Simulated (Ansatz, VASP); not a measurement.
## TaAl5B in VASP and in Ansatz

```
Ta Al B
1.0
     5.43727    0.00000    0.00000
    -2.71864    4.70882    0.00000
     0.00000    0.00000    4.63872
Ta Al B
1 5 1
Direct
  0.00000 0.00000 0.50000
  0.50000 0.00000 0.50000
  0.00000 0.50000 0.50000
  0.50000 0.50000 0.50000
  0.33333 0.66667 0.00000
  0.66667 0.33333 0.00000
  0.00000 0.00000 0.00000
```

Alike in both runs: functional PBE; k mesh 5 × 5 × 3; occupations gaussian, width 0.2 eV; no spin polarisation.

Ansatz relaxed the structure, and its values are those at the end. VASP's run is a single point on that final structure, the one shown.

|  | VASP | Ansatz |
| --- | --- | --- |
| version | VASP 6.6.1 | Ansatz 0.2.0 |
| potentials or method | VASP PAW PBE potentials, release 64 (Ta_pv, Al, B), cutoff 500 eV | scalar-relativistic, plane waves, PAW |
| valence electrons in the cell | 29 | 31 |

|  | VASP | Ansatz | Ansatz less VASP |
| --- | --- | --- | --- |
| gap on the k mesh at the Fermi level (eV) | none | none | - |
| pressure (GPa) | 0.1 | 0.1 | -0.01 |

A gap of «none» marks a metal or a gap that the smearing closes. VASP's potentials hold 29 valence electrons a cell and Ansatz's 31, so a difference there can come from the potentials and not from the codes.

The k mesh is coarse, so the values compare programs but aren't converged. Neither program's run includes spin-orbit coupling.
